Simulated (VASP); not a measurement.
# TaSi2 (P6_422) in VASP: further runs

The runs below take TaSi2 through single point, with r2SCAN.

All numbers are computed with VASP 6.6.1; they aren't measurements. Logs are shortened: lines on timing, memory, paths and dates and some standing lists are left out, and cuts for length are marked.

## 1. The cell of the first run

Symmetry: P6_422, No. 181, hexagonal system. The conventional cell has a = 4.541 Å, b = 4.541 Å, c = 6.227 Å, α = 90.00°, β = 90.00°, γ = 120.00°. Ta (site symmetry 222) has 10 Si at 2.47 to 2.69 Å and 4 Ta at 3.08 Å within 3.3 Å. Within 3.2 Å of Si (site symmetry 2) lie 9 Si at 2.42 to 3.16 Å and 5 Ta at 2.47 to 2.69 Å.

## 2. Single point, r2SCAN (strain -0.050 along x and y, -0.050 along z)

POSCAR reads:

```
TaSi2
1.0
    4.5409691634      0.0000000000      0.0000000000
   -2.2704845817      3.9325946533      0.0000000000
    0.0000000000      0.0000000000      6.2270176254
Ta Si
3 6
Direct
    0.5000000000      0.0000000000      0.0000000000
    0.5000000000      0.5000000000      0.6666666667
    0.0000000000      0.5000000000      0.3333333333
    0.1582725695      0.3165451391      0.0000000000
    0.8417274305      0.1582725695      0.6666666667
    0.6834548609      0.8417274305      0.3333333333
    0.8417274305      0.6834548609      0.0000000000
    0.1582725695      0.8417274305      0.6666666667
    0.3165451391      0.1582725695      0.3333333333
```

INCAR.step1 reads:

```
ALGO = Normal ; EDIFF = 1E-5
ENCUT = 550 ; GGA = PE
GGA_COMPAT = F ; ISMEAR = 0
LASPH = T ; LCHARG = F
LREAL = F ; LWAVE = T
NBANDS = 38 ; NELM = 120
PREC = Accurate ; SIGMA = 0.15
```

INCAR.step2 reads:

```
ALGO = Normal ; EDIFF = 1E-6
ENCUT = 550 ; GGA_COMPAT = F
ISIF = 2 ; ISMEAR = 0
ISTART = 1 ; LASPH = T
LCHARG = F ; LMIXTAU = T
LREAL = F ; LWAVE = F
METAGGA = R2SCAN ; NBANDS = 38
NELM = 120 ; PREC = Accurate
SIGMA = 0.15
```

KPOINTS reads:

```
k-points
0
Gamma
  12 12 6
```

Potentials or basis: VASP PAW PBE potentials, release 64 (Ta_pv, Si).

On the command line:

```bash
$ cat potpaw_PBE.64/Ta_pv/POTCAR potpaw_PBE.64/Si/POTCAR > POTCAR
$ cp INCAR.step1 INCAR
$ mpirun -np 1 vasp_std > vasp.out
$ cp INCAR.step2 INCAR
$ mpirun -np 1 vasp_std > vasp.out
```

OUTCAR:

```text
EDIFF = 1E-6
   ENCUT = 550
   ISIF = 2
   ISMEAR = 0
   ISTART = 1
   LASPH = T
   LREAL = F
   METAGGA = R2SCAN
   NELM = 120
   PREC = Accurate

 ion  position               nearest neighbor table
   1  0.500  0.000  0.000-   6 2.47   9 2.47   8 2.47   5 2.47   4 2.59   7 2.59   7 2.59   4 2.59
                             4 2.69   7 2.69   2 3.08   2 3.08   3 3.08   3 3.08
   2  0.500  0.500  0.667-   4 2.47   7 2.47   6 2.47   9 2.47   5 2.59   8 2.59   8 2.59   5 2.59
                             8 2.69   5 2.69   1 3.08   1 3.08   3 3.08   3 3.08
   3  0.000  0.500  0.333-   4 2.47   7 2.47   5 2.47   8 2.47   9 2.59   6 2.59   9 2.59   6 2.59
                             6 2.69   9 2.69   1 3.08   1 3.08   2 3.08   2 3.08
   4  0.158  0.317  0.000-   5 2.42   9 2.42   3 2.47   2 2.47   7 2.49   1 2.59   1 2.59   1 2.69
                             7 2.69   7 2.69   8 2.99   6 2.99
   5  0.842  0.158  0.667-   4 2.42   6 2.42   1 2.47   3 2.47   8 2.49   2 2.59   2 2.59   2 2.69
                             8 2.69   8 2.69   7 2.99   9 2.99
   6  0.683  0.842  0.333-   7 2.42   5 2.42   1 2.47   2 2.47   9 2.49   3 2.59   3 2.59   3 2.69
                             9 2.69   9 2.69   4 2.99   8 2.99
   7  0.842  0.683  0.000-   8 2.42   6 2.42   3 2.47   2 2.47   4 2.49   1 2.59   1 2.59   1 2.69
                             4 2.69   4 2.69   5 2.99   9 2.99
   8  0.158  0.842  0.667-   7 2.42   9 2.42   1 2.47   3 2.47   5 2.49   2 2.59   2 2.59   2 2.69
                             5 2.69   5 2.69   4 2.99   6 2.99
   9  0.317  0.158  0.333-   4 2.42   8 2.42   1 2.47   2 2.47   6 2.49   3 2.59   3 2.59   3 2.69
                             6 2.69   6 2.69   7 2.99   5 2.99

  LATTYP: Found a hexagonal cell.
 ALAT       =     4.5409691634
 C/A-ratio  =     1.3712970516

  Lattice vectors:

 A1 = (   4.5409691634,   0.0000000000,   0.0000000000)
 A2 = (  -2.2704845817,   3.9325946533,   0.0000000000)
 A3 = (   0.0000000000,   0.0000000000,   6.2270176254)

Analysis of symmetry for initial positions (statically):
=====================================================================
 Subroutine PRICEL returns:
 Original cell was already a primitive cell.

 Routine SETGRP: Setting up the symmetry group for a
 hexagonal supercell.

 Subroutine GETGRP returns: Found 12 space group operations
 (whereof  4 operations were pure point group operations)
 out of a pool of 24 trial point group operations.

The static configuration has the point symmetry D_2 .
 The point group associated with its full space group is D_6 .

Analysis of symmetry for dynamics (positions and initial velocities):
=====================================================================
 Subroutine PRICEL returns:
 Original cell was already a primitive cell.

 Routine SETGRP: Setting up the symmetry group for a
 hexagonal supercell.

 Subroutine GETGRP returns: Found 12 space group operations
 (whereof  4 operations were pure point group operations)
 out of a pool of 24 trial point group operations.

The dynamic configuration has the point symmetry D_2 .
 The point group associated with its full space group is D_6 .

 Subroutine INISYM returns: Found 12 space group operations
 (whereof  4 operations are pure point group operations),
 and found     1 'primitive' translations

----------------------------------------------------------------------------------------

                                     Primitive cell

  volume of cell :     111.2008

  direct lattice vectors                    reciprocal lattice vectors
     4.540969163  0.000000000  0.000000000     0.220217307  0.127142521  0.000000000
    -2.270484582  3.932594653  0.000000000     0.000000000  0.254285043  0.000000000
     0.000000000  0.000000000  6.227017625     0.000000000  0.000000000  0.160590520

  length of vectors
     4.540969163  4.540969163  6.227017625     0.254285043  0.254285043  0.160590520

  position of ions in fractional coordinates (direct lattice)
     0.500000000  0.000000000  0.000000000
[... 51 lines left out ...]
   EMIN   =  10.00;   EMAX   =-10.00  energy-range for DOS
   EFERMI =   0.00;   METHOD = LEGACY
   ISMEAR =     0;   SIGMA  =   0.15  broadening in eV -4-tet -1-fermi 0-gaus
   EFERMI_NEDOS =   21; number of points for ismear=-14 and -15
   IALGO  =     38    algorithm
   IMIX   =      4    mixing-type and parameters
     AMIX     =   0.40;   BMIX     =  1.00
     AMIX_MAG =   1.60;   BMIX_MAG =  1.00
  volume/ion in A,a.u.               =      12.36        83.38
  Fermi-wavevector in a.u.,A,eV,Ry     =   1.310179  2.475879 23.355325  1.716568
  Thomas-Fermi vector in A             =   2.440727
   LORBIT       =      0    0 simple, 1 ext, 2 COOP (PROOUT), +10 PAW based schemes
   METAGGA = R2SCAN    functional components
   LHFCALC =     F    Hartree Fock is set to
   AEXX    =    0.0000 exact exchange contribution
   IVDW    =     0    specifies the selected vdW correction
   LEPSILON=     F    determine dielectric tensor
   LRPA    =     F    only Hartree local field effects (RPA)
 non-spin polarized calculation
 Gauss-broadening in eV      SIGMA  =   0.15
  energy-cutoff  :      550.00
  volume of cell :      111.20
 maximum number of plane-waves:      3286
 NGX is ok and might be reduce to    36
   NGX = 17   NGY = 17   NGZ = 23

 number of electron      57.0000004 magnetization

 Free energy of the ion-electron system (eV)
  ---------------------------------------------------
  ext. energy  EPLUGINS =         0.00000000
  ---------------------------------------------------
  free energy    TOTEN  =      -200.26366305 eV

  energy without entropy =     -200.23251493  energy(sigma->0) =     -200.24808899

 E-fermi :  11.2077     XC(G=0): -13.8088

 val. band max:       11.2048044019   @ k =   0.3333   0.3333   0.3333
 cond. band min:      11.2106434364   @ k =   0.3333   0.3333   0.3333
 fundamental gap:      0.0058390345
 Fermi energy:        11.2076891404

 k-point     1 :       0.0000    0.0000    0.0000
  band No.  band energies     occupation
      1     -24.0309      2.00000
      2     -24.0309      2.00000
      3     -24.0079      2.00000
      4     -23.9256      2.00000
      5     -23.9256      2.00000
      6     -23.7400      2.00000
[... 30 lines left out ...]
     37      16.3790      0.00000
     38      16.6352      0.00000
[... 941 lines left out ...]
     37      16.0453      0.00000
     38      16.7505      0.00000

 [... further k-points ...]

------------------------ aborting loop because EDIFF is reached ----------------------------------------

  FORCE on cell =-STRESS in cart. coord.  units (eV):
  Direction    XX          YY          ZZ          XY          YZ          ZX
  --------------------------------------------------------------------------------------
  -------------------------------------------------------------------------------------
  Total       27.6646010     27.6646010     33.3065541      0.0000000      0.0000000      0.0000000
  in kB      398.5906997    398.5906997    479.8797816      0.0000000      0.0000000      0.0000000
  external PRESSURE =     425.6870603 kB  Pullay stress =       0.0000000 kB

 VOLUME and BASIS-vectors are now :
 -----------------------------------------------------------------------------
  energy-cutoff  :      550.00
  volume of cell :      111.20
      direct lattice vectors                 reciprocal lattice vectors
     4.540969163  0.000000000  0.000000000     0.220217307  0.127142521  0.000000000
    -2.270484582  3.932594653  0.000000000     0.000000000  0.254285043  0.000000000
     0.000000000  0.000000000  6.227017625     0.000000000  0.000000000  0.160590520

 POSITION                                       TOTAL-FORCE (eV/Angst)
 -----------------------------------------------------------------------------------
      2.27048      0.00000      0.00000        -0.000000      0.000000      0.000000
      1.13524      1.96630      4.15135        -0.000000      0.000000     -0.000000
     -1.13524      1.96630      2.07567        -0.000000      0.000000      0.000000
     -0.00000      1.24484      0.00000        -0.000000      0.056656      0.000000
      3.46290      0.62242      4.15135        -0.049065      0.028328      0.000000
      1.19242      3.31017      2.07567        -0.049065     -0.028328      0.000000
      2.27048      2.68775      0.00000        -0.000000     -0.056656      0.000000
     -1.19242      3.31017      4.15135         0.049065     -0.028328      0.000000
      1.07807      0.62242      2.07567         0.049065      0.028328     -0.000000
 -----------------------------------------------------------------------------------
    total drift:                               -0.000000      0.000000     -0.000000

  FREE ENERGIE OF THE ION-ELECTRON SYSTEM (eV)
  ---------------------------------------------------
  free  energy   TOTEN  =      -200.2636630522 eV

  energy  without entropy=     -200.2325149336  energy(sigma->0) =     -200.24808899
```

It took 17 min on 1 thread of AMD EPYC 9R45 (Zen 5), shared host; peak memory 0.4 GiB.

What came out:

- Free energy: -200.2637 eV
- Pressure: 42.6 GPa
- Largest force: 0.057 eV/Å
- Band gap on the k mesh: zero (an odd number of electrons rules out a gap without spin polarisation)

Forces on the atoms (eV/Å):
```
Ta   0.000  0.000  0.000
Ta   0.000  0.000  0.000
Ta   0.000  0.000  0.000
Si   0.000  0.057  0.000
Si  -0.049  0.028  0.000
Si  -0.049 -0.028  0.000
Si   0.000 -0.057  0.000
Si   0.049 -0.028  0.000
Si   0.049  0.028  0.000
```

Stress tensor (GPa, compression positive):
```
39.86  0.00  0.00
 0.00 39.86  0.00
 0.00  0.00 47.99
```

Levels at points of the mesh, in eV from the Fermi level:
```
           k point  band 25  band 26  band 27  band 28  band 29  band 30  band 31  band 32  band 33  band 34
(0.00, 0.00, 0.00)    -2.93    -2.74    -2.68    -2.68    -1.60     0.84     3.52     3.52     4.39     4.58
(0.50, 0.00, 0.00)    -2.54    -1.37    -1.01    -0.22    -0.04     0.98     1.64     2.01     2.55     2.77
(0.00, 0.00, 0.50)    -2.87    -2.17    -1.97    -1.97     1.44     1.44     3.69     3.82     3.82     4.15
(0.50, 0.00, 0.50)    -2.51    -2.45    -2.01    -0.86    -0.28     1.97     2.58     3.14     3.27     3.43
```

Caveat: the cell differs from its parent crystal (strain -0.050 along x and y, -0.050 along z); the stress differs along the axes, from 40 to 48 GPa; the PAW data sets were made with another functional, which shifts forces and pressure a little; spin-orbit coupling is left out, which moves the levels of the heavy elements.

## 3. Single point, r2SCAN (strain +0.050 along x and y, +0.050 along z)

POSCAR, as its differences from that of step 2:

```diff
@@ -2,5 +2,5 @@
 1.0
-    4.5409691634      0.0000000000      0.0000000000
-   -2.2704845817      3.9325946533      0.0000000000
-    0.0000000000      0.0000000000      6.2270176254
+    5.0189659174      0.0000000000      0.0000000000
+   -2.5094829587      4.3465519852      0.0000000000
+    0.0000000000      0.0000000000      6.8824931650
 Ta Si
```

INCAR.step1 reads:

```
SYSTEM = TaSi2
PREC     = Accurate       ! precision mode
ENCUT    = 550            ! plane-wave cutoff, eV
ISMEAR   = 0              ! smearing method
SIGMA    = 0.15           ! smearing width, eV
LREAL    = .FALSE.        ! projectors in reciprocal space
LASPH    = .TRUE.         ! aspherical terms in the spheres
NELM     = 120            ! most SCF steps
NBANDS   = 38             ! bands
GGA      = PE             ! functional
ALGO     = Normal         ! electronic algorithm
EDIFF    = 1E-5           ! SCF threshold, eV
LWAVE    = .TRUE.         ! write WAVECAR
LCHARG   = .FALSE.        ! write CHGCAR
GGA_COMPAT= .FALSE.
```

INCAR.step2 reads:

```
SYSTEM = TaSi2
PREC     = Accurate       ! precision mode
ENCUT    = 550            ! plane-wave cutoff, eV
EDIFF    = 1E-6           ! SCF threshold, eV
ISMEAR   = 0              ! smearing method
SIGMA    = 0.15           ! smearing width, eV
LREAL    = .FALSE.        ! projectors in reciprocal space
LASPH    = .TRUE.         ! aspherical terms in the spheres
NELM     = 120            ! most SCF steps
ALGO     = Normal         ! electronic algorithm
ISIF     = 2              ! what is computed and relaxed
LWAVE    = .FALSE.        ! write WAVECAR
LCHARG   = .TRUE.         ! write CHGCAR
METAGGA  = R2SCAN         ! meta-GGA
LMIXTAU  = .TRUE.       
LELF     = .TRUE.         ! ELF
LVHAR    = .TRUE.       
NBANDS   = 38             ! bands
ISTART   = 1            
GGA_COMPAT= .FALSE.
```

KPOINTS reads:

```
Automatic mesh
0
G
  12 12 6
  0 0 0
```

Potentials or basis: VASP PAW PBE potentials, release 64 (Ta_pv, Si).

On the command line:

```bash
$ cat potpaw_PBE.64/Ta_pv/POTCAR potpaw_PBE.64/Si/POTCAR > POTCAR
$ cp INCAR.step1 INCAR
$ mpirun -np 1 vasp_std > vasp.out
$ cp INCAR.step2 INCAR
$ mpirun -np 1 vasp_std > vasp.out
```

Run time: 16 min. Hardware: 1 thread of Intel Xeon 6975P-C (Granite Rapids), shared host; peak memory 0.56 GiB.

It converged, with:

| Property | Result |
| --- | --- |
| Free energy | -200.9379 eV |
| Pressure | -20.8 GPa |
| Largest force | 0.025 eV/Å |
| Band gap on the k mesh | zero (an odd number of electrons rules out a gap without spin polarisation) |

Forces on the atoms (eV/Å):
```
Ta   0.000  0.000  0.000
Ta   0.000  0.000  0.000
Ta   0.000  0.000  0.000
Si   0.000  0.025  0.000
Si  -0.021  0.012  0.000
Si  -0.021 -0.012  0.000
Si   0.000 -0.025  0.000
Si   0.021 -0.012  0.000
Si   0.021  0.012  0.000
```

Stress tensor (GPa, compression positive):
```
-19.24   0.00   0.00
  0.00 -19.24   0.00
  0.00   0.00 -24.01
```

Levels at points of the mesh, in eV from the Fermi level:
```
           k point  band 25  band 26  band 27  band 28  band 29  band 30  band 31  band 32  band 33  band 34
(0.00, 0.00, 0.00)    -2.36    -2.36    -2.04    -2.04    -1.62     0.83     2.72     2.76     2.76     3.08
(0.50, 0.00, 0.00)    -1.90    -0.95    -0.59    -0.16    -0.01     0.85     0.86     1.35     1.80     2.11
(0.00, 0.00, 0.50)    -2.34    -1.90    -1.90    -1.90     1.08     1.08     2.05     2.05     3.01     3.20
(0.50, 0.00, 0.50)    -1.88    -1.86    -1.82    -0.60    -0.34     1.38     1.68     2.22     2.26     2.28
```

Caveat: the cell differs from its parent crystal (strain +0.050 along x and y, +0.050 along z); the cell stands under tension; the PAW data sets were made with another functional, which shifts forces and pressure a little; spin-orbit coupling is left out, which moves the levels of the heavy elements.

## 4. Single point, r2SCAN (strain -0.050 along x and y, -0.025 along z)

POSCAR, as its differences from that of step 3:

```diff
@@ -2,5 +2,5 @@
 1.0
-    5.0189659174      0.0000000000      0.0000000000
-   -2.5094829587      4.3465519852      0.0000000000
-    0.0000000000      0.0000000000      6.8824931650
+    4.5409691634      0.0000000000      0.0000000000
+   -2.2704845817      3.9325946533      0.0000000000
+    0.0000000000      0.0000000000      6.3908865103
 Ta Si
```

INCAR.step1 reads:

```
SYSTEM = TaSi2
ALGO = Normal ; EDIFF = 1E-5
ENCUT = 550 ; GGA = PE
GGA_COMPAT = .False. ; ISMEAR = 0
LASPH = .True. ; LCHARG = .False.
LREAL = .False. ; LWAVE = .True.
NBANDS = 38 ; NELM = 120
PREC = Accurate ; SIGMA = 0.15
```

INCAR.step2 reads:

```
SYSTEM = TaSi2
ALGO = Normal ; EDIFF = 1E-6
ENCUT = 550 ; GGA_COMPAT = .False.
ISIF = 2 ; ISMEAR = 0
ISTART = 1 ; LASPH = .True.
LCHARG = .False. ; LMIXTAU = .True.
LREAL = .False. ; LWAVE = .False.
METAGGA = R2SCAN ; NBANDS = 38
NELM = 120 ; PREC = Accurate
SIGMA = 0.15
```

KPOINTS reads:

```
k-points
0
Gamma
  12 12 6
  0 0 0
```

On the command line:

```bash
$ cat potpaw_PBE.64/Ta_pv/POTCAR potpaw_PBE.64/Si/POTCAR > POTCAR
$ cp INCAR.step1 INCAR
$ mpirun -np 1 vasp_std > vasp.out
$ cp INCAR.step2 INCAR
$ mpirun -np 1 vasp_std > vasp.out
```

It took 9.6 min on 1 thread of Intel Xeon 6975P-C (Granite Rapids), shared host; peak memory 0.45 GiB.

It converged, with:

```yaml
Free_energy: -200.9570 eV
Pressure: 32.9 GPa
Largest_force: 0.194 eV/Å
Band_gap_on_the_k_mesh: zero (an odd number of electrons rules out a gap without spin polarisation)
```

Forces in eV/Å, atoms in the order of the input:
```
Ta   0.000  0.000  0.000
Ta   0.000  0.000  0.000
Ta   0.000  0.000  0.000
Si   0.000  0.194  0.000
Si  -0.168  0.097  0.000
Si  -0.168 -0.097  0.000
Si   0.000 -0.194  0.000
Si   0.168 -0.097  0.000
Si   0.168  0.097  0.000
```

Stress tensor (GPa, compression positive):
```
35.07  0.00  0.00
 0.00 35.07  0.00
 0.00  0.00 28.49
```

Levels at points of the mesh, in eV from the Fermi level:
| k point | band 25 | band 26 | band 27 | band 28 | band 29 | band 30 | band 31 | band 32 | band 33 | band 34 |
| --- | --- | --- | --- | --- | --- | --- | --- | --- | --- | --- |
| (0.00, 0.00, 0.00) | -2.78 | -2.57 | -2.53 | -2.53 | -1.51 | 0.75 | 3.46 | 3.46 | 4.45 | 4.47 |
| (0.50, 0.00, 0.00) | -2.40 | -1.28 | -1.04 | -0.27 | -0.07 | 0.97 | 1.56 | 2.19 | 2.32 | 2.67 |
| (0.00, 0.00, 0.50) | -2.76 | -2.06 | -1.82 | -1.82 | 1.13 | 1.13 | 3.59 | 3.59 | 3.59 | 4.03 |
| (0.50, 0.00, 0.50) | -2.43 | -2.41 | -2.11 | -0.82 | -0.09 | 1.89 | 2.58 | 3.18 | 3.22 | 3.36 |

Caveat: the cell differs from its parent crystal (strain -0.050 along x and y, -0.025 along z); the stress differs along the axes, from 28 to 35 GPa; the PAW data sets were made with another functional, which shifts forces and pressure a little; spin-orbit coupling is left out, which moves the levels of the heavy elements.

## 5. Summary

| cell | gap on the mesh (eV) | pressure (GPa) | largest force (eV/Å) |
| --- | --- | --- | --- |
| a = 4.541, b = 4.541, c = 6.227 Å, angles 90.0, 90.0, 120.0°, 9 atoms | none | 42.6 | 0.06 |
| a = 5.019, b = 5.019, c = 6.882 Å, angles 90.0, 90.0, 120.0°, 9 atoms | none | -20.8 | 0.02 |
| a = 4.541, b = 4.541, c = 6.391 Å, angles 90.0, 90.0, 120.0°, 9 atoms | none | 32.9 | 0.19 |

Alike in all rows: task single point; level r2SCAN; potentials or basis VASP PAW PBE potentials, release 64 (Ta_pv, Si); no spin polarisation; k mesh 12 × 12 × 6; cutoff (eV) 550; smearing gaussian 0.15 eV.

Caveats: the PAW data sets were made with another functional, which shifts forces and pressure a little; spin-orbit coupling is left out, which moves the levels of the heavy elements; the stress differs along the axes, from 40 to 48 GPa (at least some runs); the cell stands under tension (at least some runs); the stress differs along the axes, from 28 to 35 GPa (at least some runs).

Absolute energies hang on the potentials; compare differences alone.

The gap in the log of VASP goes by the Fermi energy; the results here count the filled bands.